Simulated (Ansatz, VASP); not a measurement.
## Au in VASP and in Ansatz

```
Au
1.0
     2.89030    0.00000    0.00000
    -1.44515    2.50307    0.00000
     0.00000    0.00000    4.86368
Au
2
Direct
  0.33333 0.66667 0.75000
  0.66667 0.33333 0.25000
```

Change from the starting cell: volume scaled by 0.99.

Alike in both runs: task single point; functional PBE; k mesh 14 × 14 × 8; occupations fermi-dirac, width 0.03 eV; no spin polarisation.

|  | VASP | Ansatz |
| --- | --- | --- |
| version | VASP 6.6.1 | Ansatz 0.2.0 |
| potentials or method | VASP PAW PBE potentials, release 64 (Au), cutoff 520 eV | all-electron LAPW, scalar-relativistic |

VASP gave:

```
pressure (GPa)                                                : 3.3
traceless stress, the component that is largest in VASP (GPa) : -0.55
```

Q: Estimate Ansatz's values.

A: Pressure (GPa): 3.5; traceless stress, the component that is largest in VASP (GPa): -0.54.

Ansatz ran all-electron here, and VASP with PAW potentials.

Spin-orbit coupling is off throughout.
